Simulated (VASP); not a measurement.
A run of VASP 6.6.1 is set up as follows.

File INCAR:

```
PREC = Accurate ; ENCUT = 520
EDIFF = 1E-7 ; ISMEAR = -1
SIGMA = 0.05 ; LREAL = F
LASPH = T ; NELM = 100
ALGO = Normal ; ISIF = 2
LWAVE = F ; LCHARG = F
GGA = PE ; NBANDS = 17
```

KPOINTS

```
regular mesh
0
Gamma
  13 13 7
```

The input POSCAR:

```
Hf
1.0
    3.1327645537      0.0000000000      0.0000000000
   -1.5663822769      2.7130536876      0.0000000000
    0.0000000000      0.0000000000      5.0578000000
Hf
2
Direct
    0.3333333333      0.6666666667      0.2500000000
    0.6666666667      0.3333333333      0.7500000000
```

Potentials or basis: VASP PAW PBE potentials, release 64 (Hf_pv).

Command:

```sh
$ cat potpaw_PBE.64/Hf_pv/POTCAR > POTCAR
$ mpirun -np 1 vasp_std > vasp.out
```

Problem. What does it give for the pressure?

Solution. 5.0 GPa.

Problem. What does it give for the band gap on the k mesh?

Solution. Zero (band 10 reaches 6.44 eV, above the bottom of band 11 at 4.83 eV).

Stress tensor (GPa, compression positive):
```
5.91 0.00 0.00
0.00 5.91 0.00
0.00 0.00 3.21
```

Caveat: the cell differs from its parent crystal (equal xx and yy strain of -2 %); spin-orbit coupling is left out, which moves the levels of the heavy elements.
